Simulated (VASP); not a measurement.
# Ga in VASP: single point with PBE

Aim: the single point of Ga with PBE.

Everything below comes from runs of VASP 6.6.1. Logs are shortened: lines on timing, memory, paths and dates and some standing lists are left out, and cuts for length are marked.

### 1 The cell of the first run

The cell holds a sheet with vacuum, 2 atoms: a = 2.815 Å, b = 2.815 Å, c = 28.420 Å, α = 90.00°, β = 90.00°, γ = 120.00°.

### 2 Single point, PBE

POSCAR reads:

```
Ga
1.0
    2.8148116213      0.0000000000      0.0000000000
   -1.4074058106      2.4376983709      0.0000000000
    0.0000000000      0.0000000000     28.4201729600
Ga
2
Direct
    0.0000000000      0.0000000000      0.3467639335
    0.0000000000      0.0000000000      0.2514027288
```

INCAR.step1 reads:

```
SYSTEM = Ga
ALGO = Normal
DIPOL = 0.5 0.5 0.299
EDIFF = 1E-7
ENCUT = 520
GGA = PE
IDIPOL = 3
ISIF = 2
ISMEAR = 0
LASPH = .TRUE.
LCHARG = .TRUE.
LDIPOL = .TRUE.
LREAL = .FALSE.
LWAVE = .FALSE.
NBANDS = 20
NELM = 80
PREC = Accurate
SIGMA = 0.1
```

KPOINTS.step1 reads:

```
k-points
0
G
  24 24 1
  0 0 0
```

INCAR.step2 reads:

```
SYSTEM = Ga
ALGO = Normal
DIPOL = 0.5 0.5 0.299
EDIFF = 1E-7
ENCUT = 520
GGA = PE
ICHARG = 11
IDIPOL = 3
ISIF = 2
ISMEAR = -5
LASPH = .TRUE.
LCHARG = .FALSE.
LDIPOL = .TRUE.
LORBIT = 10
LREAL = .FALSE.
LWAVE = .FALSE.
NBANDS = 20
NEDOS = 1001
NELM = 80
PREC = Accurate
SIGMA = 0.1
```

KPOINTS.step2 reads:

```
k-points
0
G
  36 36 1
  0 0 0
```

Potentials or basis: VASP PAW PBE potentials, release 64 (Ga_d).

Started as:

```
$ cat potpaw_PBE.64/Ga_d/POTCAR > POTCAR
$ cp INCAR.step1 INCAR
$ cp KPOINTS.step1 KPOINTS
$ mpirun -np 1 vasp_std > vasp.out
$ cp INCAR.step2 INCAR
$ cp KPOINTS.step2 KPOINTS
$ mpirun -np 1 vasp_std > vasp.out
```

OUTCAR:

```text
SYSTEM = Ga
   EDIFF = 1E-7
   ENCUT = 520
   GGA = PE
   ICHARG = 11
   ISIF = 2
   ISMEAR = -5
   LASPH = .TRUE.
   LORBIT = 10
   LREAL = .FALSE.
   NELM = 80
   PREC = Accurate

 ion  position               nearest neighbor table
   1  0.000  0.000  0.347-   2 2.71
   2  0.000  0.000  0.251-   1 2.71

  LATTYP: Found a hexagonal cell.
 ALAT       =     2.8148116213
 C/A-ratio  =    10.0966518487

  Lattice vectors:

 A1 = (   2.8148116213,   0.0000000000,   0.0000000000)
 A2 = (  -1.4074058106,   2.4376983709,   0.0000000000)
 A3 = (   0.0000000000,   0.0000000000,  28.4201729600)

Analysis of symmetry for initial positions (statically):
=====================================================================
 Subroutine PRICEL returns:
 Original cell was already a primitive cell.

 Routine SETGRP: Setting up the symmetry group for a
 hexagonal supercell.

 Subroutine GETGRP returns: Found 24 space group operations
 (whereof 12 operations were pure point group operations)
 out of a pool of 24 trial point group operations.

The static configuration has the point symmetry C_6v.
 The point group associated with its full space group is D_6h.

Analysis of symmetry for dynamics (positions and initial velocities):
=====================================================================
 Subroutine PRICEL returns:
 Original cell was already a primitive cell.

 Routine SETGRP: Setting up the symmetry group for a
 hexagonal supercell.

 Subroutine GETGRP returns: Found 24 space group operations
 (whereof 12 operations were pure point group operations)
 out of a pool of 24 trial point group operations.

The dynamic configuration has the point symmetry C_6v.
 The point group associated with its full space group is D_6h.

 Subroutine INISYM returns: Found 24 space group operations
 (whereof 12 operations are pure point group operations),
 and found     1 'primitive' translations

----------------------------------------------------------------------------------------

                                     Primitive cell

  volume of cell :     195.0096

  direct lattice vectors                    reciprocal lattice vectors
     2.814811621  0.000000000  0.000000000     0.355263561  0.205111513  0.000000000
    -1.407405811  2.437698371  0.000000000     0.000000000  0.410223025  0.000000000
     0.000000000  0.000000000 28.420172960     0.000000000  0.000000000  0.035186274

  length of vectors
     2.814811621  2.814811621 28.420172960     0.410223025  0.410223025  0.035186274

  position of ions in fractional coordinates (direct lattice)
     0.000000000  0.000000000  0.346763934
     0.000000000  0.000000000  0.251402729

  ion indices of the primitive-cell ions
   primitive index   ion index
                 1           1
                 2           2

----------------------------------------------------------------------------------------

 KPOINTS: k-points

Automatic generation of k-mesh.
 Grid dimensions read from file:
 generate k-points for:   36   36    1

 Generating k-lattice:

  Cartesian coordinates                     Fractional coordinates (reciprocal lattice)
     0.009868432  0.005697542  0.000000000     0.027777778  0.000000000  0.000000000
     0.000000000  0.011395084  0.000000000     0.000000000  0.027777778  0.000000000
     0.000000000  0.000000000  0.035186274     0.000000000  0.000000000  1.000000000

  Length of vectors
     0.011395084  0.011395084  0.035186274

  Shift w.r.t. Gamma in fractional coordinates (k-lattice)
     0.000000000  0.000000000  0.000000000

 TETIRR: Found    664 inequivalent tetrahedra from     7776

 Subroutine IBZKPT returns following result:
 ===========================================

 Found    127 irreducible k-points:

 Following reciprocal coordinates:
            Coordinates               Weight
  0.000000  0.000000  0.000000      1.000000
  0.027778 -0.000000  0.000000      6.000000
  0.055556 -0.000000  0.000000      6.000000
  0.083333  0.000000  0.000000      6.000000
  0.111111 -0.000000  0.000000      6.000000
  0.138889  0.000000  0.000000      6.000000
[... 16 lines left out ...]
  0.111111  0.027778  0.000000     12.000000
  0.138889  0.027778  0.000000     12.000000
 [... further k-points ...]
   k-points           NKPTS =    127   k-points in BZ     NKDIM =    127   number of bands    NBANDS=     20
   number of dos      NEDOS =   1001   number of ions     NIONS =      2
   total plane-waves  NPLWV = 124416
   dimension x,y,z NGX =    24 NGY =   24 NGZ =  216
   dimension x,y,z NGXF=    48 NGYF=   48 NGZF=  432
   ions per type =               2
   NGX,Y,Z   is equivalent  to a cutoff of  14.17, 14.17, 12.64 a.u.
   NGXF,Y,Z  is equivalent  to a cutoff of  28.35, 28.35, 25.27 a.u.
 SYSTEM =  Ga
   PREC   = accura    normal or accurate (medium, high low for compatibility)
   ISTART =      0    job   : 0-new  1-cont  2-samecut
   ICHARG =     11    charge: 1-file 2-atom 10-const
   ISPIN  =      1    spin polarized calculation?
   LNONCOLLINEAR =      F non collinear calculations
   LSORBIT =      F    spin-orbit coupling
   LASPH  =      T    aspherical Exc in radial PAW
   ENCUT  =  520.0 eV  38.22 Ry    6.18 a.u.   5.23  5.23 52.84*2*pi/ulx,y,z
   NELM   =     80;   NELMIN=  2; NELMDL=  0     # of ELM steps
   EDIFF  = 0.1E-06   stopping-criterion for ELM
   LREAL  =      F    real-space projection
   EDIFFG = 0.1E-05   stopping-criterion for IOM
   NSW    =      0    number of steps for IOM
   IBRION =     -1    ionic relax: 0-MD 1-quasi-New 2-CG
   NFREE  =      0    steps in history (QN), initial steepest desc. (CG)
   ISIF   =      2    stress and relaxation
   ISYM   =      2    0-nonsym 1-usesym 2-fastsym
   POTIM  = 0.5000    time-step for ionic-motion
   TEBEG  =    0.0;   TEEND  =   0.0 temperature during run
   PSTRESS=    0.0 pullay stress
   NELECT =      26.0000    total number of electrons
   NUPDOWN=      -1.0000    fix difference up-down
   EMIN   =  10.00;   EMAX   =-10.00  energy-range for DOS
   EFERMI =   0.00;   METHOD = LEGACY
   ISMEAR =    -5;   SIGMA  =   0.10  broadening in eV -4-tet -1-fermi 0-gaus
   EFERMI_NEDOS =   21; number of points for ismear=-14 and -15
   IALGO  =     38    algorithm
   IMIX   =      4    mixing-type and parameters
     AMIX     =   0.40;   BMIX     =  1.00
     AMIX_MAG =   1.60;   BMIX_MAG =  1.00
  volume/ion in A,a.u.               =      97.50       657.99
  Fermi-wavevector in a.u.,A,eV,Ry     =   0.836336  1.580445  9.516694  0.699457
  Thomas-Fermi vector in A             =   1.950043
   LORBIT       =     10    0 simple, 1 ext, 2 COOP (PROOUT), +10 PAW based schemes
   GGA     = PE    functional components
   LHFCALC =     F    Hartree Fock is set to
   AEXX    =    0.0000 exact exchange contribution
   IVDW    =     0    specifies the selected vdW correction
   LEPSILON=     F    determine dielectric tensor
   LRPA    =     F    only Hartree local field effects (RPA)
 non-spin polarized calculation
 Fermi weights with tetrahedron method with Bloechl corrections
  energy-cutoff  :      520.00
  volume of cell :      195.01
 maximum number of plane-waves:      5290
 NGX is ok and might be reduce to    24

 number of electron      26.0000016 magnetization

 dipolmoment           0.000000      0.000000     -0.000126 electrons x Angstroem

 Free energy of the ion-electron system (eV)
  ---------------------------------------------------
  ext. energy  EPLUGINS =         0.00000000
  ---------------------------------------------------
  free energy    TOTEN  =        -5.43680562 eV

  energy without entropy =       -5.43680562  energy(sigma->0) =       -5.43680562

 E-fermi :  -2.1863     XC(G=0):  -2.6494

 val. band max:       -2.1638473194   @ k =   0.3611   0.2778   0.0000
 cond. band min:      -2.1661425831   @ k =   0.3056   0.0556   0.0000
 fundamental gap:     -0.0022952637
 Fermi energy:        -2.1863113947

 k-point     1 :       0.0000    0.0000    0.0000
  band No.  band energies     occupation
      1     -17.2696      2.00000
      2     -17.1185      2.00000
      3     -17.0694      2.00000
      4     -17.0694      2.00000
      5     -17.0563      2.00000
      6     -17.0563      2.00000
[... 12 lines left out ...]
     19       2.8920      0.00000
     20       4.0114      0.00000

 k-point     2 :       0.0278   -0.0000    0.0000
  band No.  band energies     occupation
      1     -17.2680      2.00000
      2     -17.1163      2.00000
      3     -17.0701      2.00000
      4     -17.0671      2.00000
      5     -17.0570      2.00000
      6     -17.0541      2.00000
[... 12 lines left out ...]
     19       2.9113      0.00000
     20       4.0310      0.00000

 k-point     3 :       0.0556   -0.0000    0.0000
  band No.  band energies     occupation
      1     -17.2631      2.00000
      2     -17.1101      2.00000
      3     -17.0724      2.00000
      4     -17.0604      2.00000
      5     -17.0587      2.00000
      6     -17.0476      2.00000
[... 12 lines left out ...]
     19       2.9693      0.00000
     20       4.0898      0.00000

 k-point     4 :       0.0833    0.0000    0.0000
  band No.  band energies     occupation
      1     -17.2556      2.00000
      2     -17.1021      2.00000
      3     -17.0760      2.00000
      4     -17.0595      2.00000
      5     -17.0495      2.00000
      6     -17.0369      2.00000
[... 429 lines left out ...]
 k-point    23 :       0.1111    0.0278    0.0000
  band No.  band energies     occupation
      1     -17.2397      2.00000
      2     -17.0952      2.00000
      3     -17.0834      2.00000
      4     -17.0530      2.00000
      5     -17.0242      2.00000
      6     -17.0097      2.00000
[... 12 lines left out ...]
     19       3.2974      0.00000
     20       4.4222      0.00000

 k-point    24 :       0.1389    0.0278    0.0000
  band No.  band energies     occupation
      1     -17.2292      2.00000
      2     -17.1013      2.00000
      3     -17.0879      2.00000
      4     -17.0359      2.00000
      5     -17.0044      2.00000
      6     -16.9891      2.00000
[... 12 lines left out ...]
     19       3.4888      0.00000
     20       4.6170      0.00000

 [... further k-points ...]

------------------------ aborting loop because EDIFF is reached ----------------------------------------

 vacuum level on the upper side and lower side of the slab       (xc-potential included)        -0.013        -0.009

  FORCE on cell =-STRESS in cart. coord.  units (eV):
  Direction    XX          YY          ZZ          XY          YZ          ZX
  --------------------------------------------------------------------------------------
  -------------------------------------------------------------------------------------
  Total       -0.0069684     -0.0069684     -0.2076171     -0.0000000      0.0000000      0.0000000
  in kB       -0.0572516     -0.0572516     -1.7057587     -0.0000000      0.0000000      0.0000000
  external PRESSURE =      -0.6067540 kB  Pullay stress =       0.0000000 kB

 VOLUME and BASIS-vectors are now :
 -----------------------------------------------------------------------------
  energy-cutoff  :      520.00
  volume of cell :      195.01
      direct lattice vectors                 reciprocal lattice vectors
     2.814811621  0.000000000  0.000000000     0.355263561  0.205111513  0.000000000
    -1.407405811  2.437698371  0.000000000     0.000000000  0.410223025  0.000000000
     0.000000000  0.000000000 28.420172960     0.000000000  0.000000000  0.035186274

 POSITION                                       TOTAL-FORCE (eV/Angst)
 -----------------------------------------------------------------------------------
      0.00000      0.00000      9.85509        -0.000000     -0.000000      0.006505
      0.00000      0.00000      7.14491         0.000000      0.000000     -0.006505
 -----------------------------------------------------------------------------------
    total drift:                               -0.000000     -0.000000     -0.045266

  FREE ENERGIE OF THE ION-ELECTRON SYSTEM (eV)
  ---------------------------------------------------
  free  energy   TOTEN  =        -5.4368056206 eV

  energy  without entropy=       -5.4368056206  energy(sigma->0) =       -5.43680562

 vacuum level on the upper side and lower side of the slab         1.841         1.844

 total charge

# of ion       s       p       d       tot
------------------------------------------
    1        1.027   0.566   9.949  11.542
    2        1.027   0.566   9.949  11.542
--------------------------------------------------
tot          2.053   1.132  19.898  23.083
```

Wall time 4.3 min (1 thread of Intel Xeon 6975P-C (Granite Rapids), shared host); peak memory 0.59 GiB.

Results:

* Valence electrons inside the program's atomic spheres: Ga 11.54

Levels at points of the mesh, in eV from the Fermi level:
| k point | band 10 | band 11 | band 12 | band 13 | band 14 | band 15 | band 16 | band 17 |
| --- | --- | --- | --- | --- | --- | --- | --- | --- |
| (0.00, 0.00, 0.00) | -14.67 | -10.32 | -8.18 | -2.78 | 1.25 | 3.58 | 4.08 | 4.16 |
| (0.50, 0.00, 0.00) | -14.57 | -4.22 | -3.32 | -1.91 | -1.66 | 2.32 | 5.74 | 6.95 |
